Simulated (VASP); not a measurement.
# As (R-3m) in VASP: notebook, part 3 of 3

VASP 6.6.1.

## (6) Single point, PBEsol (strain -0.015 along x and y, +0.030 along z)

INCAR reads:

```
SYSTEM = As
ALGO = Normal
EDIFF = 1E-7
ENCUT = 520
GGA = PS
ISIF = 2
ISMEAR = 0
LASPH = .TRUE.
LCHARG = .TRUE.
LELF = .TRUE.
LREAL = .FALSE.
LVHAR = .TRUE.
LWAVE = .FALSE.
NBANDS = 12
NELM = 60
PREC = Accurate
SIGMA = 0.15
```

KPOINTS reads:

```
k-points
0
G
  18 18 18
  0 0 0
```

POSCAR reads:

```
As
1.0
    1.8515532156      1.0689947475      3.5903431000
   -1.8515532156      1.0689947475      3.5903431000
    0.0000000000     -2.1379894949      3.5903431000
As
2
Direct
    0.2275400000      0.2275400000      0.2275400000
    0.7724600000      0.7724600000      0.7724600000
```

Potentials or basis: VASP PAW PBE potentials, release 64 (As).

On the command line:

```console
> cat potpaw_PBE.64/As/POTCAR > POTCAR
> mpirun -np 1 vasp_std > vasp.out
```

OUTCAR:

```text
SYSTEM = As
   EDIFF = 1E-7
   ENCUT = 520
   GGA = PS
   ISIF = 2
   ISMEAR = 0
   LASPH = .TRUE.
   LREAL = .FALSE.
   NELM = 60
   PREC = Accurate

 ion  position               nearest neighbor table
   1  0.228  0.228  0.228-   2 2.51   2 2.51   2 2.51
   2  0.772  0.772  0.772-   1 2.51   1 2.51   1 2.51

  LATTYP: Found a trigonal (rhomboedric) cell.
 ALAT       =     4.1787034659
 COS(alpha) =     0.6073376275

  Lattice vectors:

 A1 = (   1.8515532156,   1.0689947475,   3.5903431000)
 A2 = (  -1.8515532156,   1.0689947475,   3.5903431000)
 A3 = (   0.0000000000,  -2.1379894949,   3.5903431000)

Analysis of symmetry for initial positions (statically):
=====================================================================
 Subroutine PRICEL returns:
 Original cell was already a primitive cell.

 Routine SETGRP: Setting up the symmetry group for a
 trigonal (rhombohedral) supercell.

 Subroutine GETGRP returns: Found 12 space group operations
 (whereof 12 operations were pure point group operations)
 out of a pool of 12 trial point group operations.

The static configuration has the point symmetry D_3d.

Analysis of symmetry for dynamics (positions and initial velocities):
=====================================================================
 Subroutine PRICEL returns:
 Original cell was already a primitive cell.

 Routine SETGRP: Setting up the symmetry group for a
 trigonal (rhombohedral) supercell.

 Subroutine GETGRP returns: Found 12 space group operations
 (whereof 12 operations were pure point group operations)
 out of a pool of 12 trial point group operations.

The dynamic configuration has the point symmetry D_3d.

 Subroutine INISYM returns: Found 12 space group operations
 (whereof 12 operations are pure point group operations),
 and found     1 'primitive' translations

----------------------------------------------------------------------------------------

                                     Primitive cell

  volume of cell :      42.6382
[... 118 lines left out ...]
   LEPSILON=     F    determine dielectric tensor
   LRPA    =     F    only Hartree local field effects (RPA)
 non-spin polarized calculation
 Gauss-broadening in eV      SIGMA  =   0.15
  energy-cutoff  :      520.00
  volume of cell :       42.64
 maximum number of plane-waves:      1162
   NGX = 15   NGY = 15   NGZ = 15

 number of electron      10.0000001 magnetization

 Free energy of the ion-electron system (eV)
  ---------------------------------------------------
  ext. energy  EPLUGINS =         0.00000000
  ---------------------------------------------------
  free energy    TOTEN  =       -10.18893646 eV

  energy without entropy =      -10.18425856  energy(sigma->0) =      -10.18659751

 E-fermi :   5.5641     XC(G=0): -10.1513

 val. band max:        5.5516573171   @ k =   0.3889   0.0000   0.0000
 cond. band min:       5.5642658826   @ k =   0.5000   0.0556   0.0000
 fundamental gap:      0.0126085655
 Fermi energy:         5.5640941901

 k-point     1 :       0.0000    0.0000    0.0000
  band No.  band energies     occupation
      1      -9.7022      2.00000
      2      -0.4620      2.00000
      3       2.5533      2.00000
      4       3.6478      2.00000
      5       3.6478      2.00000
      6       7.2323      0.00000
      7       8.4087      0.00000
      8       8.4087      0.00000
      9      12.4230      0.00000
     10      12.4230      0.00000
     11      12.6929      0.00000
     12      14.2666      0.00000
[... 331 lines left out ...]
 k-point    24 :      -0.2222    0.0556   -0.0000
  band No.  band energies     occupation
      1      -8.8511      2.00000
      2      -2.5394      2.00000
      3       2.6096      2.00000
      4       2.8012      2.00000
      5       3.6557      2.00000
      6       6.5197      0.00000
      7       7.2004      0.00000
      8       8.0719      0.00000
      9      11.1849      0.00000
     10      12.1785      0.00000
     11      13.8397      0.00000
     12      16.8082      0.00000

 [... further k-points ...]

------------------------ aborting loop because EDIFF is reached ----------------------------------------

  FORCE on cell =-STRESS in cart. coord.  units (eV):
  Direction    XX          YY          ZZ          XY          YZ          ZX
  --------------------------------------------------------------------------------------
  -------------------------------------------------------------------------------------
  Total        0.5447028      0.5447028     -0.1193521      0.0000000     -0.0000000      0.0000000
  in kB       20.4678033     20.4678033     -4.4847843      0.0000000     -0.0000000      0.0000000
  external PRESSURE =      12.1502741 kB  Pullay stress =       0.0000000 kB

 VOLUME and BASIS-vectors are now :
 -----------------------------------------------------------------------------
  energy-cutoff  :      520.00
  volume of cell :       42.64
      direct lattice vectors                 reciprocal lattice vectors
     1.851553216  1.068994747  3.590343100     0.270043548  0.155909715  0.092841638
    -1.851553216  1.068994747  3.590343100    -0.270043548  0.155909715  0.092841638
     0.000000000 -2.137989495  3.590343100     0.000000000 -0.311819430  0.092841638

 POSITION                                       TOTAL-FORCE (eV/Angst)
 -----------------------------------------------------------------------------------
      0.00000      0.00000      2.45084         0.000000      0.000000      0.149923
      0.00000      0.00000      8.32019         0.000000     -0.000000     -0.149923
 -----------------------------------------------------------------------------------
    total drift:                               -0.000000      0.000000     -0.000000

  FREE ENERGIE OF THE ION-ELECTRON SYSTEM (eV)
  ---------------------------------------------------
  free  energy   TOTEN  =       -10.1889364572 eV

  energy  without entropy=      -10.1842585606  energy(sigma->0) =      -10.18659751
```

stdout:

```text
POSCAR found type information on POSCAR As
 POSCAR found :  1 types and       2 ions
 scaLAPACK will be used
 -----------------------------------------------------------------------------
|                                                                             |
|                                                                             |
|     You enforced a specific xc type in the INCAR file but a different       |
|     I HOPE YOU KNOW WHAT YOU ARE DOING!                                     |
|                                                                             |
 -----------------------------------------------------------------------------

 LDA part: xc-table for (Slater+PW92), standard interpolation
 POSCAR, INCAR and KPOINTS ok, starting setup
 FFT: planning ... GRIDC
 FFT: planning ... GRID_SOFT
 FFT: planning ... GRID
 WAVECAR not read
 entering main loop
```

Run time: 3.1 min. Hardware: 1 thread of AMD EPYC 7R13 (Zen 3), shared host; peak memory 0.34 GiB.

What came out:

* Free energy: -10.1889 eV
* Pressure: 1.2 GPa
* Largest force: 0.150 eV/Å
* Band gap on the k mesh: zero (bands 5 and 6 overlap by 0.70 eV)

Forces on the atoms (eV/Å):
```
As   0.000  0.000  0.150
As   0.000  0.000 -0.150
```

Caveat: the cell differs from its parent crystal (strain -0.015 along x and y, +0.030 along z); the PAW data sets were made with another functional, which shifts forces and pressure a little.

## (7) Overview

| cell | gap on the mesh (eV) | pressure (GPa) | largest force (eV/Å) |
| --- | --- | --- | --- |
| a = 4.018 Å, angles 55.8°, 2 atoms | none | 2.6 | 0.51 |
| a = 4.089 Å, angles 53.8°, 2 atoms | none | 3.4 | 0.42 |
| a = 4.062 Å, angles 55.1°, 2 atoms | none | 1.5 | 0.37 |
| a = 4.134 Å, angles 53.2°, 2 atoms | none | 2.3 | 0.28 |
| a = 4.179 Å, angles 52.6°, 2 atoms | none | 1.2 | 0.15 |

Alike in all rows: task single point; level PBEsol; potentials or basis VASP PAW PBE potentials, release 64 (As); no spin polarisation; k mesh 18 × 18 × 18; cutoff (eV) 520; smearing gaussian 0.15 eV.

Caveats: the PAW data sets were made with another functional, which shifts forces and pressure a little; the cell stands under pressure (at least some runs).

Absolute energies hang on the potentials; compare differences alone.
